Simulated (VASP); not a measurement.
# KF (Pm-3m) in VASP: notebook, part 2 of 2

VASP 6.6.1. The steps go on from the part before.

## 3. Single point, PBE

The input, INCAR:

```
SYSTEM = KF
PREC = Accurate
ENCUT = 520
EDIFF = 1E-6
ISMEAR = 0
SIGMA = 0.02
LREAL = .False.
LASPH = .True.
NELM = 80
ALGO = Normal
ISIF = 2
LWAVE = .False.
LCHARG = .False.
GGA = PE
NBANDS = 15
```

The input, KPOINTS:

```
regular mesh
0
Gamma
  8 8 8
  0 0 0
```

The input, POSCAR:

```
KF
1.0
    3.2576182116      0.0000000000      0.0000000000
    0.0000000000      3.2576182116      0.0000000000
    0.0000000000      0.0000000000      3.2576182116
K F
1 1
Direct
    0.5000000000      0.5000000000      0.5000000000
    0.0000000000      0.0000000000      0.0000000000
```

Potentials or basis: VASP PAW PBE potentials, release 64 (K_sv, F).

Command:

```bash
$ cat potpaw_PBE.64/K_sv/POTCAR potpaw_PBE.64/F/POTCAR > POTCAR
$ mpirun -np 1 vasp_std > vasp.out
```

OUTCAR:

```text
SYSTEM = KF
   PREC = Accurate
   ENCUT = 520
   EDIFF = 1E-6
   ISMEAR = 0
   LREAL = .False.
   LASPH = .True.
   NELM = 80
   ISIF = 2
   GGA = PE

 ion  position               nearest neighbor table
   1  0.500  0.500  0.500-   2 2.82   2 2.82   2 2.82   2 2.82   2 2.82   2 2.82   2 2.82   2 2.82

   2  0.000  0.000  0.000-   1 2.82   1 2.82   1 2.82   1 2.82   1 2.82   1 2.82   1 2.82   1 2.82

  LATTYP: Found a simple cubic cell.
 ALAT       =     3.2576182116

  Lattice vectors:

 A1 = (   3.2576182116,   0.0000000000,   0.0000000000)
 A2 = (   0.0000000000,   3.2576182116,   0.0000000000)
 A3 = (   0.0000000000,   0.0000000000,   3.2576182116)

Analysis of symmetry for initial positions (statically):
=====================================================================
 Subroutine PRICEL returns:
 Original cell was already a primitive cell.

 Routine SETGRP: Setting up the symmetry group for a
 simple cubic supercell.

 Subroutine GETGRP returns: Found 48 space group operations
 (whereof 48 operations were pure point group operations)
 out of a pool of 48 trial point group operations.

The static configuration has the point symmetry O_h .

Analysis of symmetry for dynamics (positions and initial velocities):
=====================================================================
 Subroutine PRICEL returns:
 Original cell was already a primitive cell.

 Routine SETGRP: Setting up the symmetry group for a
 simple cubic supercell.

 Subroutine GETGRP returns: Found 48 space group operations
 (whereof 48 operations were pure point group operations)
 out of a pool of 48 trial point group operations.

The dynamic configuration has the point symmetry O_h .

 Subroutine INISYM returns: Found 48 space group operations
 (whereof 48 operations are pure point group operations),
 and found     1 'primitive' translations

----------------------------------------------------------------------------------------

                                     Primitive cell

  volume of cell :      34.5701

  direct lattice vectors                    reciprocal lattice vectors
     3.257618212  0.000000000  0.000000000     0.306972744  0.000000000  0.000000000
     0.000000000  3.257618212  0.000000000     0.000000000  0.306972744  0.000000000
     0.000000000  0.000000000  3.257618212     0.000000000  0.000000000  0.306972744

  length of vectors
     3.257618212  3.257618212  3.257618212     0.306972744  0.306972744  0.306972744

  position of ions in fractional coordinates (direct lattice)
     0.500000000  0.500000000  0.500000000
     0.000000000  0.000000000  0.000000000

  ion indices of the primitive-cell ions
   primitive index   ion index
                 1           1
                 2           2

----------------------------------------------------------------------------------------

 KPOINTS: regular mesh

Automatic generation of k-mesh.
 Grid dimensions read from file:
 generate k-points for:    8    8    8

 Generating k-lattice:
[... 23 lines left out ...]
  0.500000  0.000000  0.000000      3.000000
  0.125000  0.125000  0.000000     12.000000
[... 16 lines left out ...]
  0.375000  0.375000  0.125000     24.000000
  0.500000  0.375000  0.125000     24.000000
 [... further k-points ...]
   k-points           NKPTS =     35   k-points in BZ     NKDIM =     35   number of bands    NBANDS=     15
   number of dos      NEDOS =    301   number of ions     NIONS =      2
   total plane-waves  NPLWV =  13824
   dimension x,y,z NGX =    24 NGY =   24 NGZ =   24
   dimension x,y,z NGXF=    48 NGYF=   48 NGZF=   48
   ions per type =               1   1
   NGX,Y,Z   is equivalent  to a cutoff of  12.25, 12.25, 12.25 a.u.
   NGXF,Y,Z  is equivalent  to a cutoff of  24.50, 24.50, 24.50 a.u.
 SYSTEM =  KF
   PREC   = accura    normal or accurate (medium, high low for compatibility)
   ISTART =      0    job   : 0-new  1-cont  2-samecut
   ICHARG =      2    charge: 1-file 2-atom 10-const
   ISPIN  =      1    spin polarized calculation?
   LNONCOLLINEAR =      F non collinear calculations
   LSORBIT =      F    spin-orbit coupling
   LASPH  =      T    aspherical Exc in radial PAW
   ENCUT  =  520.0 eV  38.22 Ry    6.18 a.u.   6.06  6.06  6.06*2*pi/ulx,y,z
   NELM   =     80;   NELMIN=  2; NELMDL= -5     # of ELM steps
   EDIFF  = 0.1E-05   stopping-criterion for ELM
   LREAL  =      F    real-space projection
   EDIFFG = 0.1E-04   stopping-criterion for IOM
   NSW    =      0    number of steps for IOM
   IBRION =     -1    ionic relax: 0-MD 1-quasi-New 2-CG
   NFREE  =      0    steps in history (QN), initial steepest desc. (CG)
   ISIF   =      2    stress and relaxation
   ISYM   =      2    0-nonsym 1-usesym 2-fastsym
   POTIM  = 0.5000    time-step for ionic-motion
   TEBEG  =    0.0;   TEEND  =   0.0 temperature during run
   PSTRESS=    0.0 pullay stress
   NELECT =      16.0000    total number of electrons
   NUPDOWN=      -1.0000    fix difference up-down
   EMIN   =  10.00;   EMAX   =-10.00  energy-range for DOS
   EFERMI =   0.00;   METHOD = LEGACY
   ISMEAR =     0;   SIGMA  =   0.02  broadening in eV -4-tet -1-fermi 0-gaus
   EFERMI_NEDOS =   21; number of points for ismear=-14 and -15
   IALGO  =     38    algorithm
   IMIX   =      4    mixing-type and parameters
     AMIX     =   0.40;   BMIX     =  1.00
     AMIX_MAG =   1.60;   BMIX_MAG =  1.00
  volume/ion in A,a.u.               =      17.29       116.65
  Fermi-wavevector in a.u.,A,eV,Ry     =   1.266333  2.393023 21.818298  1.603600
  Thomas-Fermi vector in A             =   2.399539
   LORBIT       =      0    0 simple, 1 ext, 2 COOP (PROOUT), +10 PAW based schemes
   GGA     = PE    functional components
   LHFCALC =     F    Hartree Fock is set to
   AEXX    =    0.0000 exact exchange contribution
   IVDW    =     0    specifies the selected vdW correction
   LEPSILON=     F    determine dielectric tensor
   LRPA    =     F    only Hartree local field effects (RPA)
 non-spin polarized calculation
 Gauss-broadening in eV      SIGMA  =   0.02
  energy-cutoff  :      520.00
  volume of cell :       34.57
 maximum number of plane-waves:       952
   NGX = 13   NGY = 13   NGZ = 13

 number of electron      15.9999991 magnetization

 Free energy of the ion-electron system (eV)
  ---------------------------------------------------
  ext. energy  EPLUGINS =         0.00000000
  ---------------------------------------------------
  free energy    TOTEN  =        -8.09356036 eV

  energy without entropy =       -8.09356036  energy(sigma->0) =       -8.09356036

 E-fermi :  -1.8730     XC(G=0):  -9.0301

 val. band max:       -2.0316578434   @ k =   0.5000   0.5000   0.0000
 cond. band min:       4.2327508260   @ k =   0.0000   0.0000   0.0000
 fundamental gap:      6.2644086693
 Fermi energy:        -1.8729945975

 k-point     1 :       0.0000    0.0000    0.0000
  band No.  band energies     occupation
      1     -29.0508      2.00000
      2     -20.9323      2.00000
      3     -12.0810      2.00000
      4     -12.0810      2.00000
      5     -12.0810      2.00000
      6      -2.0838      2.00000
      7      -2.0838      2.00000
      8      -2.0838      2.00000
      9       4.2328      0.00000
     10       6.2586      0.00000
     11       6.2586      0.00000
     12      11.7910      0.00000
     13      11.7910      0.00000
     14      11.7910      0.00000
[... 401 lines left out ...]
      2     -20.8490      2.00000
      3     -12.8153      2.00000
      4     -12.7066      2.00000
      5     -12.0240      2.00000
      6      -2.7652      2.00000
      7      -2.6461      2.00000
      8      -2.2009      2.00000
      9       6.9444      0.00000
     10       7.5103      0.00000
     11       9.5205      0.00000
     12       9.7230      0.00000
     13      10.9177      0.00000
     14      12.2694      0.00000
     15      14.1656      0.00000

 [... further k-points ...]

------------------------ aborting loop because EDIFF is reached ----------------------------------------

  FORCE on cell =-STRESS in cart. coord.  units (eV):
  Direction    XX          YY          ZZ          XY          YZ          ZX
  --------------------------------------------------------------------------------------
  -------------------------------------------------------------------------------------
  Total        0.0066703      0.0066703      0.0066703      0.0000000      0.0000000      0.0000000
  in kB        0.3091415      0.3091415      0.3091415      0.0000000      0.0000000      0.0000000
  external PRESSURE =       0.3091415 kB  Pullay stress =       0.0000000 kB

 VOLUME and BASIS-vectors are now :
 -----------------------------------------------------------------------------
  energy-cutoff  :      520.00
  volume of cell :       34.57
      direct lattice vectors                 reciprocal lattice vectors
     3.257618212  0.000000000  0.000000000     0.306972744  0.000000000  0.000000000
     0.000000000  3.257618212  0.000000000     0.000000000  0.306972744  0.000000000
     0.000000000  0.000000000  3.257618212     0.000000000  0.000000000  0.306972744

 POSITION                                       TOTAL-FORCE (eV/Angst)
 -----------------------------------------------------------------------------------
      1.62881      1.62881      1.62881         0.000000      0.000000      0.000000
      0.00000      0.00000      0.00000         0.000000      0.000000      0.000000
 -----------------------------------------------------------------------------------
    total drift:                                0.000000      0.000000     -0.000000

  FREE ENERGIE OF THE ION-ELECTRON SYSTEM (eV)
  ---------------------------------------------------
  free  energy   TOTEN  =        -8.0935603580 eV

  energy  without entropy=       -8.0935603580  energy(sigma->0) =       -8.09356036
```

OSZICAR:

```text
N       E                     dE             d eps       ncg     rms          rms(c)
DAV:   1     0.932672613788E+02    0.93267E+02   -0.76275E+03  1050   0.100E+03
DAV:   2    -0.489494235745E+01   -0.98162E+02   -0.92024E+02  1380   0.273E+02
DAV:   3    -0.925359833151E+01   -0.43587E+01   -0.43433E+01  1706   0.471E+01
DAV:   4    -0.931466335058E+01   -0.61065E-01   -0.61061E-01  1300   0.369E+00
DAV:   5    -0.931537171837E+01   -0.70837E-03   -0.70836E-03  1524   0.317E-01    0.596E+00
DAV:   6    -0.816455783091E+01    0.11508E+01   -0.28055E+00  1106   0.135E+01    0.377E+00
DAV:   7    -0.811809666878E+01    0.46461E-01   -0.63363E-02  1332   0.224E+00    0.199E+00
DAV:   8    -0.809262778273E+01    0.25469E-01   -0.42090E-02  1225   0.212E+00    0.273E-01
DAV:   9    -0.809332451202E+01   -0.69673E-03   -0.26160E-03  1288   0.506E-01    0.112E-01
DAV:  10    -0.809352936857E+01   -0.20486E-03   -0.35126E-04  1245   0.186E-01    0.810E-02
DAV:  11    -0.809356380978E+01   -0.34441E-04   -0.46932E-05  1247   0.734E-02    0.174E-02
DAV:  12    -0.809356048643E+01    0.33234E-05   -0.68355E-06  1326   0.314E-02    0.304E-03
DAV:  13    -0.809356035799E+01    0.12844E-06   -0.73822E-07   904   0.873E-03
   1 F= -.80935604E+01 E0= -.80935604E+01  d E =-.307578E-31
```

stdout:

```text
POSCAR found type information on POSCAR K F
 POSCAR found :  2 types and       2 ions
 scaLAPACK will be used
 LDA part: xc-table for (Slater+PW92), standard interpolation
 POSCAR, INCAR and KPOINTS ok, starting setup
 FFT: planning ... GRIDC
 FFT: planning ... GRID_SOFT
 FFT: planning ... GRID
 WAVECAR not read
 entering main loop
```

Run time: 6 s. Hardware: 1 thread of Intel Xeon Platinum 8488C (Sapphire Rapids), shared host; peak memory 0.14 GiB.

Results:

```
Free energy            : -8.0936 eV
Pressure               : 0.0 GPa
Band gap on the k mesh : 6.26 eV (least direct gap 6.32 eV)
```

A k mesh can miss the band edges.

## 4. Relaxation of cell and atoms, PBE

This run uses another cell than the first one, of 17.15 Å³/atom.

The input, INCAR:

```
SYSTEM = KF
PREC = Accurate
ENCUT = 600
EDIFF = 1E-6
ISMEAR = 0
SIGMA = 0.02
LREAL = .FALSE.
LASPH = .TRUE.
NELM = 80
ALGO = Normal
ISIF = 3
LWAVE = .FALSE.
LCHARG = .FALSE.
GGA = PE
IBRION = 2
NSW = 100
EDIFFG = -0.01
```

The input, KPOINTS:

```
regular mesh
0
G
  8 8 8
  0 0 0
```

The input, POSCAR:

```
KF
1.0
    3.2490320923      0.0000000000      0.0000000000
    0.0000000000      3.2490320923      0.0000000000
    0.0000000000      0.0000000000      3.2490320923
K F
1 1
Direct
    0.5000000000      0.5000000000      0.5000000000
    0.0000000000      0.0000000000      0.0000000000
```

Command:

```bash
$ cat potpaw_PBE.64/K_sv/POTCAR potpaw_PBE.64/F/POTCAR > POTCAR
$ mpirun -np 1 vasp_std > vasp.out
```

It took 19 s on 1 thread of Intel Xeon Platinum 8488C (Sapphire Rapids), shared host; peak memory 0.17 GiB.

The run converged. Its results:

```yaml
Free_energy: -8.0950 eV
Relaxed_volume: 17.29 Å³/atom
Relaxed_cell: a = 3.258 Å, b = 3.258 Å, c = 3.258 Å, α = 90.00°, β = 90.00°, γ = 90.00°
Space_group_after_relaxing_to_0.1_Å: Pm-3m (No. 221)
Energy_gained_by_relaxing: 0.1 meV/atom
Ionic_steps: 3
Pressure_after_relaxing: 0.0 GPa
Band_gap_on_the_k_mesh: 6.26 eV (least direct gap 6.32 eV)
```

Step by step:
| step | energy change (eV) | largest force (eV/Å) | pressure (GPa) | volume (Å³) |
| --- | --- | --- | --- | --- |
| 1 | 0.0000 | 0.0000 | 0.29 | 34.30 |
| 2 | -0.0002 | 0.0000 | 0.13 | 34.45 |
| 3 | -0.0002 | 0.0000 | 0.00 | 34.58 |

Final structure:
```
K F
1.0
     3.25805    0.00000    0.00000
     0.00000    3.25805    0.00000
     0.00000    0.00000    3.25805
K F
1 1
Direct
  0.50000 0.50000 0.50000
  0.00000 0.00000 0.00000
```

Levels at points of the mesh, in eV from the valence-band top:
| k point | band 6 | band 7 | band 8 | band 9 | band 10 | band 11 |
| --- | --- | --- | --- | --- | --- | --- |
| (0.00, 0.00, 0.00) | -0.05 | -0.05 | -0.05 | 6.26 | 8.29 | 8.29 |
| (0.50, 0.00, 0.00) | -1.22 | -0.16 | -0.16 | 9.28 | 9.36 | 10.87 |
| (0.50, 0.50, 0.00) | -0.62 | -0.62 | 0.00 | 8.47 | 8.98 | 11.86 |
| (0.50, 0.50, 0.50) | -1.03 | -1.03 | -1.03 | 10.43 | 10.43 | 10.43 |

A k mesh can miss the band edges.

## 5. Overview

| task | cell | k mesh | cutoff (eV) | smearing | gap on the mesh (eV) | pressure (GPa) |
| --- | --- | --- | --- | --- | --- | --- |
| single point | a = 3.259 Å, 2 atoms | 6 × 6 × 6 | 520 | gaussian 0.1 eV | 6.26 | 0.0 |
| single point | a = 3.258 Å, 2 atoms | 8 × 8 × 8 | 520 | gaussian 0.02 eV | 6.26 | 0.0 |
| relaxation of cell and atoms | relaxed from a = 3.249 Å, 2 atoms | 8 × 8 × 8 | 600 | gaussian 0.02 eV | 6.26 | 0.0 |

Alike in all rows: level PBE; potentials or basis VASP PAW PBE potentials, release 64 (K_sv, F); no spin polarisation.

Total energies depend on the potentials used, so only differences within one code and one set of settings carry meaning.
